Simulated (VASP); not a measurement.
# SnH2 in VASP: single point with PBEsol

Aim: the single point of SnH2 with PBEsol.

All numbers are computed with VASP 6.6.1; they aren't measurements. Logs are shortened: lines on timing, memory, paths and dates and some standing lists are left out, and cuts for length are marked.

### 1 The cell of the first run

The typed cell holds 6 atoms: a = 4.741 Å, b = 4.668 Å, c = 4.770 Å, α = 90.00°, β = 60.15°, γ = 90.00°.

### 2 Single point, PBEsol

The input, INCAR:

```
  PREC = Accurate
  ENCUT = 520
  EDIFF = 1E-6
  ISMEAR = -1
  SIGMA = 0.05
  LREAL = F
  LASPH = T
  NELM = 100
  ALGO = Normal
  ISIF = 2
  LWAVE = F
  LCHARG = F
  GGA = PS
  NBANDS = 25
```

The input, KPOINTS:

```
Automatic mesh
0
Gamma
  4 4 6
```

The input, POSCAR:

```
SnH2
1.0
    4.5404804879     -0.0018851527      1.3649990385
    0.0024510593      4.6682515026     -0.0015116571
    1.0827409397      0.0011423795      4.6450622258
Sn H
2 4
Direct
   -0.0862220845     -0.0305998267     -0.0394223504
    0.6190837576      0.4694133536      0.5503817006
    0.2974907748      0.2381306977     -0.1227742498
    0.2353155476      0.7381468668      0.6337088876
    0.9198112682      0.2022848305      0.6348033054
    0.6130058985      0.7022431653     -0.1238253044
```

Potentials or basis: VASP PAW PBE potentials, release 64 (Sn_d, H).

Launch:

```
> cat potpaw_PBE.64/Sn_d/POTCAR potpaw_PBE.64/H/POTCAR > POTCAR
> mpirun -np 1 vasp_std > vasp.out
```

OUTCAR:

```text
PREC = Accurate
   ENCUT = 520
   EDIFF = 1E-6
   ISMEAR = -1
   LREAL = F
   LASPH = T
   NELM = 100
   ISIF = 2
   GGA = PS

 ion  position               nearest neighbor table
   1  0.914  0.969  0.961-   5 1.88   4 1.89   3 2.08   6 2.08   2 3.38   2 3.38   2 3.73   2 3.73
                             2 3.73   2 3.73
   2  0.619  0.469  0.550-   6 1.88   3 1.89   5 2.08   4 2.08   1 3.38   1 3.38   1 3.73   1 3.73
                             1 3.73   1 3.73
   3  0.297  0.238  0.877-   2 1.89   1 2.08
   4  0.235  0.738  0.634-   1 1.89   2 2.08
   5  0.920  0.202  0.635-   1 1.88   2 2.08
   6  0.613  0.702  0.876-   2 1.88   1 2.08

  LATTYP: Found a simple monoclinic cell.
 ALAT       =     4.7412223097
 B/A-ratio  =     0.9846094711
 C/A-ratio  =     2.6471574745
 COS(beta)  =    -0.9441223367

  Lattice vectors:

 A1 = (   4.5404804879,  -0.0018851527,   1.3649990385)
 A2 = (   0.0024510593,   4.6682515026,  -0.0015116571)
 A3 = ( -12.5387005240,   0.0067978376,   0.5500651103)

Analysis of symmetry for initial positions (statically):
=====================================================================
 Subroutine PRICEL returns:
 Original cell was already a primitive cell.

 Routine SETGRP: Setting up the symmetry group for a
 simple monoclinic supercell.

 Subroutine GETGRP returns: Found  1 space group operations
 (whereof  1 operations were pure point group operations)
 out of a pool of  4 trial point group operations.

The static configuration has the point symmetry C_1 .

Analysis of symmetry for dynamics (positions and initial velocities):
=====================================================================
 Subroutine PRICEL returns:
 Original cell was already a primitive cell.

 Routine SETGRP: Setting up the symmetry group for a
 simple monoclinic supercell.

 Subroutine GETGRP returns: Found  1 space group operations
 (whereof  1 operations were pure point group operations)
 out of a pool of  4 trial point group operations.

The dynamic configuration has the point symmetry C_1 .

 Subroutine INISYM returns: Found  1 space group operations
 (whereof  1 operations are pure point group operations),
 and found     1 'primitive' translations

----------------------------------------------------------------------------------------

                                     Primitive cell

  volume of cell :      91.5579

  direct lattice vectors                    reciprocal lattice vectors
     4.540480488 -0.001885153  1.364999038     0.236837332 -0.000142228 -0.055205571
     0.002451059  4.668251503 -0.001511657     0.000112672  0.214212881 -0.000078946
     1.082740940  0.001142379  4.645062226    -0.069597035  0.000111507  0.231505065

  length of vectors
     4.741222310  4.668252391  4.769584083     0.243186342  0.214212925  0.241740263

  position of ions in fractional coordinates (direct lattice)
     0.913777915  0.969400173  0.960577650
     0.619083758  0.469413354  0.550381701
     0.297490775  0.238130698  0.877225750
     0.235315548  0.738146867  0.633708888
     0.919811268  0.202284830  0.634803305
     0.613005898  0.702243165  0.876174696

  ion indices of the primitive-cell ions
   primitive index   ion index
                 1           1
                 2           2
                 3           3
                 4           4
                 5           5
                 6           6

----------------------------------------------------------------------------------------

 KPOINTS: Automatic mesh

Automatic generation of k-mesh.
 Grid dimensions read from file:
 generate k-points for:    4    4    6

 Generating k-lattice:

  Cartesian coordinates                     Fractional coordinates (reciprocal lattice)
     0.059209333 -0.000035557 -0.013801393     0.250000000  0.000000000 -0.000000000
     0.000028168  0.053553220 -0.000019736    -0.000000000  0.250000000 -0.000000000
    -0.011599506  0.000018585  0.038584177    -0.000000000  0.000000000  0.166666667

  Length of vectors
     0.060796586  0.053553231  0.040290044

  Shift w.r.t. Gamma in fractional coordinates (k-lattice)
     0.000000000  0.000000000  0.000000000

 -----------------------------------------------------------------------------
|                                                                             |
|           W    W    AA    RRRRR   N    N  II  N    N   GGGG   !!!           |
|           W    W   A  A   R    R  NN   N  II  NN   N  G    G  !!!           |
|           W    W  A    A  R    R  N N  N  II  N N  N  G       !!!           |
|           W WW W  AAAAAA  RRRRR   N  N N  II  N  N N  G  GGG   !            |
|           WW  WW  A    A  R   R   N   NN  II  N   NN  G    G                |
|           W    W  A    A  R    R  N    N  II  N    N   GGGG   !!!           |
|                                                                             |
|     Your reciprocal lattice and k-lattice belong to different lattice       |
|     classes:                                                                |
|                                                                             |
|        The reciprocal lattice is triclinic,                                 |
|        whereas your k-lattice is simple monoclinic.                         |
|                                                                             |
|     Results are often still useful ...                                      |
|                                                                             |
 -----------------------------------------------------------------------------

 Subroutine IBZKPT returns following result:
 ===========================================

 Found     52 irreducible k-points:

 Following reciprocal coordinates:
            Coordinates               Weight
  0.000000  0.000000  0.000000      1.000000
  0.250000 -0.000000  0.000000      2.000000
  0.500000 -0.000000  0.000000      1.000000
 -0.000000  0.250000  0.000000      2.000000
  0.250000  0.250000  0.000000      2.000000
  0.500000  0.250000  0.000000      2.000000
[... 16 lines left out ...]
 -0.000000 -0.250000  0.166667      2.000000
  0.250000 -0.250000  0.166667      2.000000
 [... further k-points ...]
   k-points           NKPTS =     52   k-points in BZ     NKDIM =     52   number of bands    NBANDS=     25
   number of dos      NEDOS =    301   number of ions     NIONS =      6
   total plane-waves  NPLWV =  46656
   dimension x,y,z NGX =    36 NGY =   36 NGZ =   36
   dimension x,y,z NGXF=    72 NGYF=   72 NGZF=   72
   ions per type =               2   4
   NGX,Y,Z   is equivalent  to a cutoff of  12.62, 12.82, 12.55 a.u.
   NGXF,Y,Z  is equivalent  to a cutoff of  25.25, 25.64, 25.10 a.u.
 SYSTEM =  unknown system
   PREC   = accura    normal or accurate (medium, high low for compatibility)
   ISTART =      0    job   : 0-new  1-cont  2-samecut
   ICHARG =      2    charge: 1-file 2-atom 10-const
   ISPIN  =      1    spin polarized calculation?
   LNONCOLLINEAR =      F non collinear calculations
   LSORBIT =      F    spin-orbit coupling
   LASPH  =      T    aspherical Exc in radial PAW
   ENCUT  =  520.0 eV  38.22 Ry    6.18 a.u.   8.82  8.68  8.87*2*pi/ulx,y,z
   NELM   =    100;   NELMIN=  2; NELMDL= -5     # of ELM steps
   EDIFF  = 0.1E-05   stopping-criterion for ELM
   LREAL  =      F    real-space projection
   EDIFFG = 0.1E-04   stopping-criterion for IOM
   NSW    =      0    number of steps for IOM
   IBRION =     -1    ionic relax: 0-MD 1-quasi-New 2-CG
   NFREE  =      0    steps in history (QN), initial steepest desc. (CG)
   ISIF   =      2    stress and relaxation
   ISYM   =      2    0-nonsym 1-usesym 2-fastsym
   POTIM  = 0.5000    time-step for ionic-motion
   TEBEG  =    0.0;   TEEND  =   0.0 temperature during run
   PSTRESS=    0.0 pullay stress
   NELECT =      32.0000    total number of electrons
   NUPDOWN=      -1.0000    fix difference up-down
   EMIN   =  10.00;   EMAX   =-10.00  energy-range for DOS
   EFERMI =   0.00;   METHOD = LEGACY
   ISMEAR =    -1;   SIGMA  =   0.05  broadening in eV -4-tet -1-fermi 0-gaus
   EFERMI_NEDOS =   21; number of points for ismear=-14 and -15
   IALGO  =     38    algorithm
   IMIX   =      4    mixing-type and parameters
     AMIX     =   0.40;   BMIX     =  1.00
     AMIX_MAG =   1.60;   BMIX_MAG =  1.00
  volume/ion in A,a.u.               =      15.26       102.98
  Fermi-wavevector in a.u.,A,eV,Ry     =   1.153169  2.179173 18.093009  1.329799
  Thomas-Fermi vector in A             =   2.289815
   LORBIT       =      0    0 simple, 1 ext, 2 COOP (PROOUT), +10 PAW based schemes
   GGA     = PS    functional components
   LHFCALC =     F    Hartree Fock is set to
   AEXX    =    0.0000 exact exchange contribution
   IVDW    =     0    specifies the selected vdW correction
   LEPSILON=     F    determine dielectric tensor
   LRPA    =     F    only Hartree local field effects (RPA)
 non-spin polarized calculation
  energy-cutoff  :      520.00
  volume of cell :       91.56
 maximum number of plane-waves:      2488
   NGX = 17   NGY = 17   NGZ = 17

 number of electron      31.9999998 magnetization

 Free energy of the ion-electron system (eV)
  ---------------------------------------------------
  ext. energy  EPLUGINS =         0.00000000
  ---------------------------------------------------
  free energy    TOTEN  =       -19.84271793 eV

  energy without entropy =      -19.84021921  energy(sigma->0) =      -19.84146857

 E-fermi :   4.1714     XC(G=0):  -8.8354

 val. band max:        3.8994451958   @ k =  -0.2500   0.0000   0.3333
 cond. band min:       4.2233900437   @ k =  -0.0000   0.5000   0.0000
 fundamental gap:      0.3239448479
 Fermi energy:         4.1714038698

 k-point     1 :       0.0000    0.0000    0.0000
  band No.  band energies     occupation
      1     -17.6603      2.00000
      2     -17.6319      2.00000
      3     -17.6055      2.00000
      4     -17.5960      2.00000
      5     -17.5796      2.00000
      6     -17.5719      2.00000
[... 17 lines left out ...]
     24      10.9822      0.00000
     25      11.6022      0.00000

 k-point     2 :       0.2500   -0.0000    0.0000
  band No.  band energies     occupation
      1     -17.6588      2.00000
      2     -17.6434      2.00000
      3     -17.6022      2.00000
      4     -17.5906      2.00000
      5     -17.5781      2.00000
      6     -17.5693      2.00000
[... 17 lines left out ...]
     24      11.3173      0.00000
     25      11.6876      0.00000

 k-point     3 :       0.5000   -0.0000    0.0000
  band No.  band energies     occupation
      1     -17.6565      2.00000
      2     -17.6525      2.00000
      3     -17.6005      2.00000
      4     -17.5861      2.00000
      5     -17.5782      2.00000
      6     -17.5670      2.00000
[... 17 lines left out ...]
     24      11.8831      0.00000
     25      12.3080      0.00000

 k-point     4 :      -0.0000    0.2500    0.0000
  band No.  band energies     occupation
      1     -17.6703      2.00000
      2     -17.6323      2.00000
      3     -17.6186      2.00000
      4     -17.5925      2.00000
      5     -17.5806      2.00000
      6     -17.5482      2.00000
[... 17 lines left out ...]
     24      10.6818      0.00000
     25      11.8301      0.00000
[... 477 lines left out ...]
 k-point    22 :      -0.2500    0.5000    0.1667
  band No.  band energies     occupation
      1     -17.6435      2.00000
      2     -17.6435      2.00000
      3     -17.6001      2.00000
      4     -17.6001      2.00000
      5     -17.5650      2.00000
      6     -17.5649      2.00000
[... 17 lines left out ...]
     24      12.4270      0.00000
     25      13.4414      0.00000

 k-point    23 :      -0.0000   -0.2500    0.1667
  band No.  band energies     occupation
      1     -17.6707      2.00000
      2     -17.6256      2.00000
      3     -17.6158      2.00000
      4     -17.5972      2.00000
      5     -17.5755      2.00000
      6     -17.5552      2.00000
[... 17 lines left out ...]
     24      11.2598      0.00000
     25      11.8988      0.00000

 k-point    24 :       0.2500   -0.2500    0.1667
  band No.  band energies     occupation
      1     -17.6640      2.00000
      2     -17.6326      2.00000
      3     -17.6167      2.00000
      4     -17.5929      2.00000
      5     -17.5777      2.00000
      6     -17.5545      2.00000
[... 17 lines left out ...]
     24      11.2390      0.00000
     25      11.7780      0.00000

 [... further k-points ...]
[... 5 lines left out ...]
  --------------------------------------------------------------------------------------
  -------------------------------------------------------------------------------------
  Total       -0.0665390     -0.0824773     -0.0558723     -0.0002224      0.0000753      0.0040294
  in kB       -1.1643699     -1.4432755     -0.9777135     -0.0038921      0.0013185      0.0705106
  external PRESSURE =      -1.1951196 kB  Pullay stress =       0.0000000 kB

 VOLUME and BASIS-vectors are now :
 -----------------------------------------------------------------------------
  energy-cutoff  :      520.00
  volume of cell :       91.56
      direct lattice vectors                 reciprocal lattice vectors
     4.540480488 -0.001885153  1.364999038     0.236837332 -0.000142228 -0.055205571
     0.002451059  4.668251503 -0.001511657     0.000112672  0.214212881 -0.000078946
     1.082740940  0.001142379  4.645062226    -0.069597035  0.000111507  0.231505065

 POSITION                                       TOTAL-FORCE (eV/Angst)
 -----------------------------------------------------------------------------------
      5.19142      4.52478      5.70778        -0.000466     -0.000102      0.005356
      3.40801      2.19080      3.40090         0.000172     -0.000511     -0.005609
      2.30114      1.11210      4.48048         0.001107      0.000094      0.001230
      1.75640      3.44614      3.26371        -0.000760     -0.000072     -0.001173
      4.86421      0.94331      4.20394        -0.001377      0.000097     -0.000265
      3.73373      3.27809      4.90558         0.001324      0.000494      0.000461
 -----------------------------------------------------------------------------------
    total drift:                                0.000156     -0.001239     -0.000125

  FREE ENERGIE OF THE ION-ELECTRON SYSTEM (eV)
  ---------------------------------------------------
  free  energy   TOTEN  =       -19.8427179279 eV

  energy  without entropy=      -19.8402192097  energy(sigma->0) =      -19.84146857
```

Wall time 41 s (1 thread of Intel Xeon 6975P-C (Granite Rapids), shared host); peak memory 0.25 GiB.

What came out:

```yaml
Free_energy: -19.8427 eV
Pressure: -0.1 GPa
Largest_force: 0.006 eV/Å
Band_gap_on_the_k_mesh: zero (bands 16 and 17 overlap by 0.38 eV)
```

Forces on the atoms (eV/Å):
```
Sn   0.000  0.000  0.005
Sn   0.000 -0.001 -0.006
H    0.001  0.000  0.001
H   -0.001  0.000 -0.001
H   -0.001  0.000  0.000
H    0.001  0.000  0.000
```

Caveat: the PAW data sets were made with another functional, which shifts forces and pressure a little; spin-orbit coupling is left out, which moves the levels of the heavy elements.
